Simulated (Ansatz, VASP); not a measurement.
## One calculation of C, two programs

```
C
1.0
     2.52210    0.00000    0.00000
    -1.26105    2.18420    0.00000
     0.00000    0.00000   12.35570
C
12
Direct
  0.66667 0.33333 0.35417
  0.33333 0.66667 0.85417
  0.66667 0.33333 0.14583
  0.33333 0.66667 0.64583
  0.66667 0.33333 0.47917
  0.33333 0.66667 0.97917
  0.66667 0.33333 0.02083
  0.33333 0.66667 0.52083
  0.00000 0.00000 0.81250
  0.00000 0.00000 0.31250
  0.00000 0.00000 0.68750
  0.00000 0.00000 0.18750
```

Alike in both runs: task relaxation of cell and atoms; functional BLYP; k mesh 12 × 12 × 3; occupations fermi-dirac, width 0.05 eV; no spin polarisation.

|  | VASP | Ansatz |
| --- | --- | --- |
| version | VASP 6.6.1 | Ansatz 0.2.0 |
| potentials or method | VASP PAW PBE potentials, release 64 (C) | Ansatz PAW |
| plane-wave cutoff (eV) | 600 | 420 |
| valence electrons in the cell | 48 | 48 |

```tsv
	VASP	Ansatz	Ansatz less VASP
relaxed volume (Å³/atom)	5.83	5.82	-0.001
relaxed cell length with the largest relative difference (Å)	12.521	12.520	-0.0014
```

VASP's potentials were made for PBE, not for BLYP.

Noted on Ansatz's run: Pulay correction over one GPa; odd divisions of the mesh miss points on the zone boundary, where band edges often lie, so the gap on the mesh can be too wide; the plane-wave basis is chosen anew once the cell has moved, so the energies of steps on either side of that aren't comparable.
